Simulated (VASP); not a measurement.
# Eu (Im-3m) in VASP: further runs, part 3 of 3

VASP 6.6.1.

### 5 Single point, LDA, collinear spin, ferromagnetic start

INCAR

```
SYSTEM = Eu
ALGO = Normal
EDIFF = 1E-6
ENCUT = 520
GGA = CA
ISIF = 2
ISMEAR = -1
ISPIN = 2
LASPH = .TRUE.
LCHARG = .FALSE.
LMAXMIX = 6
LORBIT = 11
LREAL = .FALSE.
LWAVE = .FALSE.
MAGMOM = 6.925
NBANDS = 18
NELM = 150
PREC = Accurate
SIGMA = 0.05
```

KPOINTS

```
k-points
0
G
  11 11 11
  0 0 0
```

POSCAR

```
Eu
1.0
   -2.0544259245      2.0544259245      2.0544259245
    2.0544259245     -2.0544259245      2.0544259245
    2.0544259245      2.0544259245     -2.0544259245
Eu
1
Direct
    0.0000000000      0.0000000000      0.0000000000
```

Potentials or basis: VASP PAW PBE potentials, release 64 (Eu).

On the command line:

```sh
> cat potpaw_PBE.64/Eu/POTCAR > POTCAR
> mpirun -np 1 vasp_std > vasp.out
```

OUTCAR:

```text
SYSTEM = Eu
   EDIFF = 1E-6
   ENCUT = 520
   GGA = CA
   ISIF = 2
   ISMEAR = -1
   ISPIN = 2
   LASPH = .TRUE.
   LORBIT = 11
   LREAL = .FALSE.
   NELM = 150
   PREC = Accurate

 ion  position               nearest neighbor table
   1  0.000  0.000  0.000-

  LATTYP: Found a body centered cubic cell.
 ALAT       =     4.1088518490

  Lattice vectors:

 A1 = (  -2.0544259245,   2.0544259245,   2.0544259245)
 A2 = (   2.0544259245,  -2.0544259245,   2.0544259245)
 A3 = (   2.0544259245,   2.0544259245,  -2.0544259245)

Analysis of symmetry for initial positions (statically):
=====================================================================
 Subroutine PRICEL returns:
 Original cell was already a primitive cell.

 Routine SETGRP: Setting up the symmetry group for a
 body centered cubic supercell.

 Subroutine GETGRP returns: Found 48 space group operations
 (whereof 48 operations were pure point group operations)
 out of a pool of 48 trial point group operations.

The static configuration has the point symmetry O_h .

Analysis of symmetry for dynamics (positions and initial velocities):
=====================================================================
 Subroutine PRICEL returns:
 Original cell was already a primitive cell.

 Routine SETGRP: Setting up the symmetry group for a
 body centered cubic supercell.

 Subroutine GETGRP returns: Found 48 space group operations
 (whereof 48 operations were pure point group operations)
 out of a pool of 48 trial point group operations.

The dynamic configuration has the point symmetry O_h .

Analysis of structural, dynamic, and magnetic symmetry:
=====================================================================
 Subroutine PRICEL returns:
 Original cell was already a primitive cell.

 Routine SETGRP: Setting up the symmetry group for a
 body centered cubic supercell.

 Subroutine GETGRP returns: Found 48 space group operations
 (whereof 48 operations were pure point group operations)
 out of a pool of 48 trial point group operations.

The overall configuration has the point symmetry O_h .

 Subroutine INISYM returns: Found 48 space group operations
 (whereof 48 operations are pure point group operations),
 and found     1 'primitive' translations

----------------------------------------------------------------------------------------

                                     Primitive cell

  volume of cell :      34.6842

  direct lattice vectors                    reciprocal lattice vectors
    -2.054425924  2.054425924  2.054425924     0.000000000  0.243376991  0.243376991
     2.054425924 -2.054425924  2.054425924     0.243376991  0.000000000  0.243376991
     2.054425924  2.054425924 -2.054425924     0.243376991  0.243376991  0.000000000

  length of vectors
     3.558370082  3.558370082  3.558370082     0.344187042  0.344187042  0.344187042

  position of ions in fractional coordinates (direct lattice)
     0.000000000  0.000000000  0.000000000

  ion indices of the primitive-cell ions
   primitive index   ion index
                 1           1

----------------------------------------------------------------------------------------

 KPOINTS: k-points

Automatic generation of k-mesh.
 Grid dimensions read from file:
 generate k-points for:   11   11   11

[... 44 lines left out ...]
 [... further k-points ...]
   k-points           NKPTS =     56   k-points in BZ     NKDIM =     56   number of bands    NBANDS=     18
   number of dos      NEDOS =    301   number of ions     NIONS =      1
   total plane-waves  NPLWV =  21952
   dimension x,y,z NGX =    28 NGY =   28 NGZ =   28
   dimension x,y,z NGXF=    56 NGYF=   56 NGZF=   56
   ions per type =               1
   NGX,Y,Z   is equivalent  to a cutoff of  13.08, 13.08, 13.08 a.u.
   NGXF,Y,Z  is equivalent  to a cutoff of  26.16, 26.16, 26.16 a.u.
 SYSTEM =  Eu
   PREC   = accura    normal or accurate (medium, high low for compatibility)
   ISTART =      0    job   : 0-new  1-cont  2-samecut
   ICHARG =      2    charge: 1-file 2-atom 10-const
   ISPIN  =      2    spin polarized calculation?
   LNONCOLLINEAR =      F non collinear calculations
   LSORBIT =      F    spin-orbit coupling
   LASPH  =      T    aspherical Exc in radial PAW
   ENCUT  =  520.0 eV  38.22 Ry    6.18 a.u.   6.62  6.62  6.62*2*pi/ulx,y,z
   NELM   =    150;   NELMIN=  2; NELMDL= -5     # of ELM steps
   EDIFF  = 0.1E-05   stopping-criterion for ELM
   LREAL  =      F    real-space projection
   EDIFFG = 0.1E-04   stopping-criterion for IOM
   NSW    =      0    number of steps for IOM
   IBRION =     -1    ionic relax: 0-MD 1-quasi-New 2-CG
   NFREE  =      0    steps in history (QN), initial steepest desc. (CG)
   ISIF   =      2    stress and relaxation
   ISYM   =      2    0-nonsym 1-usesym 2-fastsym
   POTIM  = 0.5000    time-step for ionic-motion
   TEBEG  =    0.0;   TEEND  =   0.0 temperature during run
   PSTRESS=    0.0 pullay stress
   NELECT =      17.0000    total number of electrons
   NUPDOWN=      -1.0000    fix difference up-down
   EMIN   =  10.00;   EMAX   =-10.00  energy-range for DOS
   EFERMI =   0.00;   METHOD = LEGACY
   ISMEAR =    -1;   SIGMA  =   0.05  broadening in eV -4-tet -1-fermi 0-gaus
   EFERMI_NEDOS =   21; number of points for ismear=-14 and -15
   IALGO  =     38    algorithm
   IMIX   =      4    mixing-type and parameters
     AMIX     =   0.40;   BMIX     =  1.00
     AMIX_MAG =   1.60;   BMIX_MAG =  1.00
  volume/ion in A,a.u.               =      34.68       234.06
  Fermi-wavevector in a.u.,A,eV,Ry     =   1.290765  2.439193 22.668331  1.666075
  Thomas-Fermi vector in A             =   2.422577
   LORBIT       =     11    0 simple, 1 ext, 2 COOP (PROOUT), +10 PAW based schemes
   GGA     = CA    functional components
   LHFCALC =     F    Hartree Fock is set to
   AEXX    =    0.0000 exact exchange contribution
   IVDW    =     0    specifies the selected vdW correction
   LEPSILON=     F    determine dielectric tensor
   LRPA    =     F    only Hartree local field effects (RPA)
 spin polarized calculation
  energy-cutoff  :      520.00
  volume of cell :       34.68
 maximum number of plane-waves:       959
   NGX = 13   NGY = 13   NGZ = 13

 number of electron      17.0000002 magnetization       7.1064982

 Free energy of the ion-electron system (eV)
  ---------------------------------------------------
  ext. energy  EPLUGINS =         0.00000000
  ---------------------------------------------------
  free energy    TOTEN  =       -11.41168592 eV

  energy without entropy =      -11.39919128  energy(sigma->0) =      -11.40543860

 E-fermi :   2.5281     XC(G=0):  -9.9439

 val. band max:        2.5264028743   @ k =  -0.3636  -0.4545   0.1818
 cond. band min:       2.5995768820   @ k =   0.2727   0.2727   0.1818
 fundamental gap:      0.0731740078
 Fermi energy:         2.5280653293

 spin component 1

 k-point     1 :       0.0000    0.0000    0.0000
  band No.  band energies     occupation
      1     -38.6682      1.00000
      2     -17.1610      1.00000
      3     -17.1610      1.00000
      4     -17.1610      1.00000
      5      -1.9204      1.00000
      6       1.9780      0.99998
[... 493 lines left out ...]
     17       9.5809      0.00000
     18      10.7775      0.00000

 [... further k-points ...]

 spin component 2

 k-point     1 :       0.0000    0.0000    0.0000
  band No.  band energies     occupation
      1     -35.8798      1.00000
      2     -14.9886      1.00000
      3     -14.9886      1.00000
      4     -14.9886      1.00000
      5      -1.2571      1.00000
      6       5.4371      0.00000
[... 493 lines left out ...]
     17      10.7949      0.00000
     18      12.0676      0.00000

 [... further k-points ...]
[... 5 lines left out ...]
  --------------------------------------------------------------------------------------
  -------------------------------------------------------------------------------------
  Total       -0.0726788     -0.0726788     -0.0726788      0.0000000     -0.0000000      0.0000000
  in kB       -3.3572731     -3.3572731     -3.3572731      0.0000000     -0.0000000      0.0000000
  external PRESSURE =      -3.3572731 kB  Pullay stress =       0.0000000 kB

 VOLUME and BASIS-vectors are now :
 -----------------------------------------------------------------------------
  energy-cutoff  :      520.00
  volume of cell :       34.68
      direct lattice vectors                 reciprocal lattice vectors
    -2.054425924  2.054425924  2.054425924     0.000000000  0.243376991  0.243376991
     2.054425924 -2.054425924  2.054425924     0.243376991  0.000000000  0.243376991
     2.054425924  2.054425924 -2.054425924     0.243376991  0.243376991  0.000000000

 POSITION                                       TOTAL-FORCE (eV/Angst)
 -----------------------------------------------------------------------------------
      0.00000      0.00000      0.00000         0.000000     -0.000000      0.000000
 -----------------------------------------------------------------------------------
    total drift:                               -0.000000     -0.000000     -0.000000

  FREE ENERGIE OF THE ION-ELECTRON SYSTEM (eV)
  ---------------------------------------------------
  free  energy   TOTEN  =       -11.4116859169 eV

  energy  without entropy=      -11.3991912770  energy(sigma->0) =      -11.40543860

 total charge

# of ion       s       p       d       f       tot
--------------------------------------------------
    1        2.094   5.640   0.401   6.583  14.718

 magnetization (x)

# of ion       s       p       d       f       tot
--------------------------------------------------
    1        0.001  -0.070   0.124   6.576   6.631
```

It took 51 s on 1 thread of Intel Xeon 6975P-C (Granite Rapids), shared host; peak memory 0.19 GiB.

What came out:

* Free energy: -11.4117 eV
* Pressure: -0.3 GPa
* Net moment: 7.11 μB per cell
* Site moments: Eu +6.63 μB
* Valence electrons inside the program's atomic spheres: Eu 14.72

Caveat: the PAW data sets were made with another functional, which shifts forces and pressure a little; spin-orbit coupling is left out, which moves the levels of the heavy elements.

### 6 The runs side by side

| k mesh | gap on the mesh (eV) | pressure (GPa) | moment (μB) |
| --- | --- | --- | --- |
| 5 × 5 × 5 | none | -0.2 | 7.15 |
| 7 × 7 × 7 | none | -0.3 | 7.13 |
| 9 × 9 × 9 | none | -0.4 | 7.15 |
| 11 × 11 × 11 | none | -0.3 | 7.11 |

Alike in all rows: task single point; level LDA; potentials or basis VASP PAW PBE potentials, release 64 (Eu); spin collinear, ferromagnetic start; cell as given; cutoff (eV) 520; smearing fermi-dirac 0.05 eV.

Caveats: some runs use coarse meshes; the PAW data sets were made with another functional, which shifts forces and pressure a little; spin-orbit coupling is left out, which moves the levels of the heavy elements.

Absolute energies hang on the potentials; compare differences alone.
